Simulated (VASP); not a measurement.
Input of a VASP 6.6.1 run:

Contents of POSCAR:

```
Ru
1.0
    2.4231481722      0.0000000000      0.0000000000
    0.0000000000      2.4231481722      0.0000000000
    0.0000000000      0.0000000000      2.4231481722
Ru
1
Direct
    0.0000000000      0.0000000000      0.0000000000
```

Contents of INCAR.step1:

```
SYSTEM = Ru
PREC = Accurate
ENCUT = 620
ISMEAR = -1
SIGMA = 0.1
LREAL = .False.
LASPH = .True.
NELM = 120
NBANDS = 14
GGA = PE
ALGO = Normal
EDIFF = 1E-5
LWAVE = .True.
LCHARG = .False.
GGA_COMPAT = .False.
```

The input INCAR.step2:

```
SYSTEM = Ru
PREC = Accurate
ENCUT = 620
EDIFF = 1E-6
ISMEAR = -1
SIGMA = 0.1
LREAL = .False.
LASPH = .True.
NELM = 120
ALGO = Normal
ISIF = 2
LWAVE = .False.
LCHARG = .False.
METAGGA = R2SCAN
LMIXTAU = .True.
NBANDS = 14
ISTART = 1
GGA_COMPAT = .False.
```

KPOINTS

```
regular mesh
0
Gamma
  14 14 14
  0 0 0
```

Potentials or basis: VASP PAW PBE potentials, release 64 (Ru_sv).

The run is started by

```console
$ cat potpaw_PBE.64/Ru_sv/POTCAR > POTCAR
$ cp INCAR.step1 INCAR
$ mpirun -np 1 vasp_std > vasp.out
$ cp INCAR.step2 INCAR
$ mpirun -np 1 vasp_std > vasp.out
```

**Question.** Predict the band gap on the k mesh.

**Answer.** Zero (bands 8 and 9 overlap by 5.39 eV).

**Question.** Estimate the pressure.

**Answer.** 24.8 GPa.

Caveat: the cell stands under pressure; the PAW data sets were made with another functional, which shifts forces and pressure a little.
